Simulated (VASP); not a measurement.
## Ru: single point with PBE

Crystal: Ru.

```xyz
1
Lattice="0.0000 1.8880 1.8880 1.8880 0.0000 1.8880 1.8880 1.8880 0.0000" Properties=species:S:1:pos:R:3 pbc="T T T"
Ru    0.0000    0.0000    0.0000
```

This cell differs from its parent crystal: volume 13.460 Å^3 an atom, c/a of the conventional cell 1.0000.

* Program: VASP 6.6.1
* Task: single point
* Functional: PBE
* Potentials or basis: VASP PAW PBE potentials, release 64 (Ru_pv)
* Cutoff: 520 eV
* k mesh: 22 × 22 × 22
* Occupations: gaussian, width 0.15 eV
* Spin: no spin polarisation
* Dipole correction: no
* Further INCAR settings: ALGO = Fast; EDIFF = 1e-07; NBANDS = 13

```yaml
Pressure: 8.9 GPa
Band_gap_on_the_k_mesh: zero (band 7 reaches 15.20 eV, above the bottom of band 8 at 11.59 eV)
```

Levels at points of the mesh, in eV from the Fermi level:
| k point | band 3 | band 4 | band 5 | band 6 | band 7 | band 8 | band 9 | band 10 | band 11 | band 12 |
| --- | --- | --- | --- | --- | --- | --- | --- | --- | --- | --- |
| (0.00, 0.00, 0.00) | -42.42 | -7.95 | -2.61 | -2.61 | -2.61 | -0.12 | -0.12 | 10.53 | 15.06 | 20.85 |
| (0.50, 0.00, 0.00) | -42.57 | -6.13 | -2.73 | -2.73 | 1.05 | 1.77 | 1.77 | 10.21 | 10.54 | 14.67 |
| (0.50, 0.50, 0.00) | -42.82 | -6.46 | -5.98 | 1.73 | 2.30 | 2.30 | 3.71 | 10.53 | 13.55 | 13.55 |

Run time: 45 s on 1 thread of Intel(R) Xeon(R) Platinum 8259CL CPU @ 2.50GHz (Skylake/Cascade Lake), on a shared host, peak memory 0.16 GiB.
